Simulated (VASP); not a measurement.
Here is a VASP 6.6.1 calculation.

Contents of INCAR:

```
SYSTEM = TiO2
ALGO = Normal
EDIFF = 1E-7
ENCUT = 520
GGA = PE
ISIF = 2
ISMEAR = 0
LASPH = .True.
LCHARG = .False.
LREAL = .False.
LWAVE = .False.
NBANDS = 33
NELM = 60
PREC = Accurate
SIGMA = 0.02
```

KPOINTS

```
k-points
0
Gamma
  8 8 6
  0 0 0
```

File POSCAR:

```
TiO2
1.0
    2.6862131219     -2.6862804220     -0.0195708715
    2.6862131219      2.6862804220     -0.0195708715
   -2.6489319409      0.0000000000      4.8689976220
Ti O
2 4
Direct
    0.1251059390      0.8748940610      0.2500000000
    0.8748940610      0.1251059390      0.7500000000
    0.3314172323      0.0816314269      0.6629499135
    0.6685827677      0.9183685731      0.3370500865
    0.9183685731      0.6685827677      0.8370500865
    0.0816314269      0.3314172323      0.1629499135
```

Potentials or basis: VASP PAW PBE potentials, release 64 (Ti_sv, O).

Run with:

```sh
$ cat potpaw_PBE.64/Ti_sv/POTCAR potpaw_PBE.64/O/POTCAR > POTCAR
$ mpirun -np 1 vasp_std > vasp.out
```

Question: Predict the band gap on the k mesh.

Answer: 2.14 eV, indirect (least direct gap 2.42 eV).

Question: What does it give for the pressure?

Answer: 0.7 GPa.

Question: Estimate the largest force.

Answer: 0.018 eV/Å.

Forces in eV/Å, atoms in the order of the input:
```
Ti   0.000  0.000  0.000
Ti   0.000  0.000  0.000
O    0.000  0.000  0.018
O    0.000  0.000 -0.018
O    0.000  0.000 -0.018
O    0.000  0.000  0.018
```

A k mesh can miss the band edges.
